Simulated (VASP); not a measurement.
# CaS (Fm-3m) in VASP: single point with PBEsol

Aim: the single point of CaS with PBEsol.

Program: VASP 6.6.1. These are calculated values, not measurements. Logs are shortened: lines on timing, memory, paths and dates and some standing lists are left out, and cuts for length are marked.

## Step 1: The cell of the first run

It takes space group Fm-3m (No. 225, cubic). Conventional cell: a = 5.633 Å, b = 5.633 Å, c = 5.633 Å, α = 90.00°, β = 90.00°, γ = 90.00°. Within 3.7 Å of Ca (site symmetry m-3m) lie 6 S at 2.82 Å. Within 3.7 Å of S (site symmetry m-3m) lie 6 Ca at 2.82 Å.

## Step 2: Single point, PBEsol

The input, INCAR:

```
ALGO = Normal ; EDIFF = 1E-6
ENCUT = 500 ; GGA = PS
GGA_COMPAT = False ; ISIF = 2
ISMEAR = 0 ; LASPH = True
LCHARG = False ; LREAL = False
LWAVE = False ; NBANDS = 15
NELM = 120 ; PREC = Accurate
SIGMA = 0.02
```

The input, KPOINTS:

```
k-points
0
Gamma
  8 8 8
```

The input, POSCAR:

```
CaS
1.0
    0.0000000000      2.8165828912      2.8165828912
    2.8165828912      0.0000000000      2.8165828912
    2.8165828912      2.8165828912      0.0000000000
Ca S
1 1
Direct
    0.0000000000      0.0000000000      0.0000000000
    0.5000000000      0.5000000000      0.5000000000
```

Potentials or basis: VASP PAW PBE potentials, release 64 (Ca_sv, S).

Launch:

```sh
> cat potpaw_PBE.64/Ca_sv/POTCAR potpaw_PBE.64/S/POTCAR > POTCAR
> mpirun -np 1 vasp_std > vasp.out
```

OUTCAR:

```text
EDIFF = 1E-6
   ENCUT = 500
   GGA = PS
   ISIF = 2
   ISMEAR = 0
   LASPH = True
   LREAL = False
   NELM = 120
   PREC = Accurate

 ion  position               nearest neighbor table
   1  0.000  0.000  0.000-   2 2.82   2 2.82   2 2.82   2 2.82   2 2.82   2 2.82
   2  0.500  0.500  0.500-   1 2.82   1 2.82   1 2.82   1 2.82   1 2.82   1 2.82

  LATTYP: Found a face centered cubic cell.
 ALAT       =     5.6331657824

  Lattice vectors:

 A1 = (   0.0000000000,   2.8165828912,   2.8165828912)
 A2 = (   2.8165828912,   0.0000000000,   2.8165828912)
 A3 = (   2.8165828912,   2.8165828912,   0.0000000000)

Analysis of symmetry for initial positions (statically):
=====================================================================
 Subroutine PRICEL returns:
 Original cell was already a primitive cell.

 Routine SETGRP: Setting up the symmetry group for a
 face centered cubic supercell.

 Subroutine GETGRP returns: Found 48 space group operations
 (whereof 48 operations were pure point group operations)
 out of a pool of 48 trial point group operations.

The static configuration has the point symmetry O_h .

Analysis of symmetry for dynamics (positions and initial velocities):
=====================================================================
 Subroutine PRICEL returns:
 Original cell was already a primitive cell.

 Routine SETGRP: Setting up the symmetry group for a
 face centered cubic supercell.

 Subroutine GETGRP returns: Found 48 space group operations
 (whereof 48 operations were pure point group operations)
 out of a pool of 48 trial point group operations.

The dynamic configuration has the point symmetry O_h .

 Subroutine INISYM returns: Found 48 space group operations
 (whereof 48 operations are pure point group operations),
 and found     1 'primitive' translations

----------------------------------------------------------------------------------------

                                     Primitive cell

  volume of cell :      44.6887

  direct lattice vectors                    reciprocal lattice vectors
     0.000000000  2.816582891  2.816582891    -0.177520073  0.177520073  0.177520073
     2.816582891  0.000000000  2.816582891     0.177520073 -0.177520073  0.177520073
     2.816582891  2.816582891  0.000000000     0.177520073  0.177520073 -0.177520073

  length of vectors
     3.983249724  3.983249724  3.983249724     0.307473786  0.307473786  0.307473786

  position of ions in fractional coordinates (direct lattice)
     0.000000000  0.000000000  0.000000000
     0.500000000  0.500000000  0.500000000

  ion indices of the primitive-cell ions
   primitive index   ion index
                 1           1
                 2           2

----------------------------------------------------------------------------------------

 KPOINTS: k-points

Automatic generation of k-mesh.
 Grid dimensions read from file:
 generate k-points for:    8    8    8

 Generating k-lattice:

  Cartesian coordinates                     Fractional coordinates (reciprocal lattice)
    -0.022190009  0.022190009  0.022190009     0.125000000  0.000000000  0.000000000
     0.022190009 -0.022190009  0.022190009     0.000000000  0.125000000  0.000000000
     0.022190009  0.022190009 -0.022190009     0.000000000  0.000000000  0.125000000

  Length of vectors
     0.038434223  0.038434223  0.038434223

  Shift w.r.t. Gamma in fractional coordinates (k-lattice)
     0.000000000  0.000000000  0.000000000

 Subroutine IBZKPT returns following result:
 ===========================================

 Found     29 irreducible k-points:

 Following reciprocal coordinates:
            Coordinates               Weight
  0.000000  0.000000  0.000000      1.000000
  0.125000  0.000000  0.000000      8.000000
  0.250000  0.000000  0.000000      8.000000
  0.375000  0.000000  0.000000      8.000000
  0.500000  0.000000  0.000000      4.000000
  0.125000  0.125000  0.000000      6.000000
[... 16 lines left out ...]
  0.500000  0.250000  0.125000     48.000000
 -0.375000  0.250000  0.125000     24.000000
 [... further k-points ...]
   k-points           NKPTS =     29   k-points in BZ     NKDIM =     29   number of bands    NBANDS=     15
   number of dos      NEDOS =    301   number of ions     NIONS =      2
   total plane-waves  NPLWV =  27000
   dimension x,y,z NGX =    30 NGY =   30 NGZ =   30
   dimension x,y,z NGXF=    60 NGYF=   60 NGZF=   60
   ions per type =               1   1
   NGX,Y,Z   is equivalent  to a cutoff of  12.52, 12.52, 12.52 a.u.
   NGXF,Y,Z  is equivalent  to a cutoff of  25.04, 25.04, 25.04 a.u.
 SYSTEM =  unknown system
   PREC   = accura    normal or accurate (medium, high low for compatibility)
   ISTART =      0    job   : 0-new  1-cont  2-samecut
   ICHARG =      2    charge: 1-file 2-atom 10-const
   ISPIN  =      1    spin polarized calculation?
   LNONCOLLINEAR =      F non collinear calculations
   LSORBIT =      F    spin-orbit coupling
   LASPH  =      T    aspherical Exc in radial PAW
   ENCUT  =  500.0 eV  36.75 Ry    6.06 a.u.   7.26  7.26  7.26*2*pi/ulx,y,z
   NELM   =    120;   NELMIN=  2; NELMDL= -5     # of ELM steps
   EDIFF  = 0.1E-05   stopping-criterion for ELM
   LREAL  =      F    real-space projection
   EDIFFG = 0.1E-04   stopping-criterion for IOM
   NSW    =      0    number of steps for IOM
   IBRION =     -1    ionic relax: 0-MD 1-quasi-New 2-CG
   NFREE  =      0    steps in history (QN), initial steepest desc. (CG)
   ISIF   =      2    stress and relaxation
   ISYM   =      2    0-nonsym 1-usesym 2-fastsym
   POTIM  = 0.5000    time-step for ionic-motion
   TEBEG  =    0.0;   TEEND  =   0.0 temperature during run
   PSTRESS=    0.0 pullay stress
   NELECT =      16.0000    total number of electrons
   NUPDOWN=      -1.0000    fix difference up-down
   EMIN   =  10.00;   EMAX   =-10.00  energy-range for DOS
   EFERMI =   0.00;   METHOD = LEGACY
   ISMEAR =     0;   SIGMA  =   0.02  broadening in eV -4-tet -1-fermi 0-gaus
   EFERMI_NEDOS =   21; number of points for ismear=-14 and -15
   IALGO  =     38    algorithm
   IMIX   =      4    mixing-type and parameters
     AMIX     =   0.40;   BMIX     =  1.00
     AMIX_MAG =   1.60;   BMIX_MAG =  1.00
  volume/ion in A,a.u.               =      22.34       150.79
  Fermi-wavevector in a.u.,A,eV,Ry     =   1.162471  2.196752 18.386095  1.351340
  Thomas-Fermi vector in A             =   2.299032
   LORBIT       =      0    0 simple, 1 ext, 2 COOP (PROOUT), +10 PAW based schemes
   GGA     = PS    functional components
   LHFCALC =     F    Hartree Fock is set to
   AEXX    =    0.0000 exact exchange contribution
   IVDW    =     0    specifies the selected vdW correction
   LEPSILON=     F    determine dielectric tensor
   LRPA    =     F    only Hartree local field effects (RPA)
 non-spin polarized calculation
 Gauss-broadening in eV      SIGMA  =   0.02
  energy-cutoff  :      500.00
  volume of cell :       44.69
 maximum number of plane-waves:      1158
 NGX is ok and might be reduce to    30
   NGX = 15   NGY = 15   NGZ = 15

 number of electron      16.0000000 magnetization

 Free energy of the ion-electron system (eV)
  ---------------------------------------------------
  ext. energy  EPLUGINS =         0.00000000
  ---------------------------------------------------
  free energy    TOTEN  =       -10.91596501 eV

  energy without entropy =      -10.91596501  energy(sigma->0) =      -10.91596501

 E-fermi :   3.0175     XC(G=0):  -9.6492

 val. band max:        2.8860099478   @ k =   0.0000   0.0000   0.0000
 cond. band min:       5.0385678295   @ k =   0.5000   0.5000   0.0000
 fundamental gap:      2.1525578817
 Fermi energy:         3.0175274498

 k-point     1 :       0.0000    0.0000    0.0000
  band No.  band energies     occupation
      1     -35.9987      2.00000
      2     -17.0650      2.00000
      3     -17.0650      2.00000
      4     -17.0650      2.00000
      5      -8.5555      2.00000
      6       2.8860      2.00000
      7       2.8860      2.00000
      8       2.8860      2.00000
      9       6.9615      0.00000
     10       6.9615      0.00000
     11       6.9615      0.00000
     12       7.0603      0.00000
     13       7.6198      0.00000
     14       7.6198      0.00000
     15      13.5968      0.00000

 k-point     2 :       0.1250    0.0000    0.0000
  band No.  band energies     occupation
      1     -35.9966      2.00000
      2     -17.0958      2.00000
      3     -17.0673      2.00000
      4     -17.0673      2.00000
      5      -8.4357      2.00000
      6       2.1824      2.00000
      7       2.6390      2.00000
      8       2.6390      2.00000
      9       6.9643      0.00000
     10       7.2047      0.00000
     11       7.2047      0.00000
     12       7.8530      0.00000
     13       8.0575      0.00000
     14       8.0575      0.00000
     15      13.8503      0.00000

 k-point     3 :       0.2500    0.0000    0.0000
  band No.  band energies     occupation
      1     -35.9916      2.00000
      2     -17.1683      2.00000
      3     -17.0728      2.00000
      4     -17.0728      2.00000
      5      -8.1312      2.00000
      6       0.9525      2.00000
      7       2.1598      2.00000
      8       2.1598      2.00000
      9       7.0839      0.00000
     10       7.8203      0.00000
     11       7.8203      0.00000
     12       9.1396      0.00000
     13       9.1396      0.00000
     14       9.2335      0.00000
     15      13.3700      0.00000

 k-point     4 :       0.3750    0.0000    0.0000
  band No.  band energies     occupation
      1     -35.9866      2.00000
      2     -17.2386      2.00000
      3     -17.0783      2.00000
      4     -17.0783      2.00000
      5      -7.7984      2.00000
      6      -0.0219      2.00000
      7       1.7781      2.00000
      8       1.7781      2.00000
      9       7.5191      0.00000
     10       8.6469      0.00000
     11       8.6469      0.00000
     12       9.5428      0.00000
     13      10.3740      0.00000
     14      10.3740      0.00000
     15      12.8538      0.00000
[... 307 lines left out ...]
 k-point    22 :       0.3750    0.2500    0.1250
  band No.  band energies     occupation
      1     -35.9879      2.00000
      2     -17.1795      2.00000
      3     -17.1047      2.00000
      4     -17.0818      2.00000
      5      -7.9884      2.00000
      6       0.6107      2.00000
      7       1.9711      2.00000
      8       1.9785      2.00000
      9       6.5790      0.00000
     10       8.2132      0.00000
     11       8.6288      0.00000
     12       8.7900      0.00000
     13       9.3727      0.00000
     14      11.0957      0.00000
     15      12.6518      0.00000

 k-point    23 :       0.5000    0.2500    0.1250
  band No.  band energies     occupation
      1     -35.9839      2.00000
      2     -17.2144      2.00000
      3     -17.1204      2.00000
      4     -17.0905      2.00000
      5      -7.7844      2.00000
      6       0.2392      2.00000
      7       1.4888      2.00000
      8       1.7311      2.00000
      9       7.1186      0.00000
     10       8.7903      0.00000
     11       9.0870      0.00000
     12       9.2350      0.00000
     13       9.8632      0.00000
     14      11.4638      0.00000
     15      11.8148      0.00000

 k-point    24 :      -0.3750    0.2500    0.1250
  band No.  band energies     occupation
      1     -35.9823      2.00000
      2     -17.2294      2.00000
      3     -17.1242      2.00000
      4     -17.0961      2.00000
      5      -7.6970      2.00000
      6       0.0997      2.00000
      7       1.2908      2.00000
      8       1.6369      2.00000
      9       7.8210      0.00000
     10       8.1713      0.00000
     11       9.4109      0.00000
     12       9.7463      0.00000
     13      10.0318      0.00000
     14      10.9774      0.00000
     15      12.3759      0.00000

 [... further k-points ...]
[... 5 lines left out ...]
  --------------------------------------------------------------------------------------
  -------------------------------------------------------------------------------------
  Total        0.0530288      0.0530288      0.0530288      0.0000000      0.0000000      0.0000000
  in kB        1.9011863      1.9011863      1.9011863      0.0000000      0.0000000      0.0000000
  external PRESSURE =       1.9011863 kB  Pullay stress =       0.0000000 kB

 VOLUME and BASIS-vectors are now :
 -----------------------------------------------------------------------------
  energy-cutoff  :      500.00
  volume of cell :       44.69
      direct lattice vectors                 reciprocal lattice vectors
     0.000000000  2.816582891  2.816582891    -0.177520073  0.177520073  0.177520073
     2.816582891  0.000000000  2.816582891     0.177520073 -0.177520073  0.177520073
     2.816582891  2.816582891  0.000000000     0.177520073  0.177520073 -0.177520073

 POSITION                                       TOTAL-FORCE (eV/Angst)
 -----------------------------------------------------------------------------------
      0.00000      0.00000      0.00000        -0.000000     -0.000000     -0.000000
      2.81658      2.81658      2.81658         0.000000      0.000000      0.000000
 -----------------------------------------------------------------------------------
    total drift:                               -0.000000      0.000000      0.000000

  FREE ENERGIE OF THE ION-ELECTRON SYSTEM (eV)
  ---------------------------------------------------
  free  energy   TOTEN  =       -10.9159650113 eV

  energy  without entropy=      -10.9159650113  energy(sigma->0) =      -10.91596501
```

It took 28 s on 1 thread of Intel Xeon 8259CL, shared host; peak memory 0.17 GiB.

Results:

| Property | Result |
| --- | --- |
| Free energy | -10.9160 eV |
| Pressure | 0.2 GPa |
| Band gap on the k mesh | 2.15 eV, indirect (least direct gap 3.00 eV) |

Caveat: the PAW data sets were made with another functional, which shifts forces and pressure a little. A k mesh can miss the band edges.
